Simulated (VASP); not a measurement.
Here is a VASP 6.6.1 calculation.

POSCAR

```
HfB2
1.0
    3.1356260300      0.0000000000      0.0000000000
   -1.5678130100      2.7155318000      0.0000000000
    0.0000000000      0.0000000000      3.4820548900
Hf B
1 2
Direct
    0.0000000000      0.0000000000      0.0000000000
    0.3333333300      0.6666666700      0.5000000000
    0.6666666700      0.3333333300      0.5000000000
```

File INCAR.step1:

```
SYSTEM = HfB2
ALGO = Normal
EDIFF = 1E-5
EDIFFG = -0.01
ENCUT = 500
GGA = PE
GGA_COMPAT = .False.
IBRION = 2
ISMEAR = -1
LASPH = .True.
LCHARG = .False.
LREAL = .False.
LWAVE = .True.
NELM = 120
NELMIN = 4
NSW = 100
PREC = Accurate
SIGMA = 0.1
```

INCAR.step2

```
SYSTEM = HfB2
ALGO = Normal
EDIFF = 1E-7
EDIFFG = -0.01
ENCUT = 500
GGA_COMPAT = .False.
IBRION = 2
ISIF = 2
ISMEAR = -1
ISTART = 1
LASPH = .True.
LCHARG = .False.
LMIXTAU = .True.
LREAL = .False.
LWAVE = .False.
METAGGA = R2SCAN
NELM = 120
NELMIN = 4
NSW = 50
PREC = Accurate
SIGMA = 0.1
```

KPOINTS

```
k-points
0
Gamma
  12 12 10
  0 0 0
```

Potentials or basis: VASP PAW PBE potentials, release 64 (Hf_pv, B).

Run with:

```sh
$ cat potpaw_PBE.64/Hf_pv/POTCAR potpaw_PBE.64/B/POTCAR > POTCAR
$ cp INCAR.step1 INCAR
$ mpirun -np 1 vasp_std > vasp.out
$ cp INCAR.step2 INCAR
$ mpirun -np 1 vasp_std > vasp.out
```

Task: What does it give for the band gap on the k mesh?

Result: Zero (band 8 reaches 8.54 eV, above the bottom of band 9 at 7.10 eV).

Final structure:
```
CELL_PARAMETERS angstrom
3.13563 0.00000 0.00000
-1.56781 2.71553 0.00000
0.00000 0.00000 3.48205
ATOMIC_POSITIONS crystal
Hf 0.00000 0.00000 0.00000
B 0.33333 0.66667 0.50000
B 0.66667 0.33333 0.50000
```

Caveat: the relaxation stopped at its first step, so nothing moved; spin-orbit coupling is left out, which moves the levels of the heavy elements.
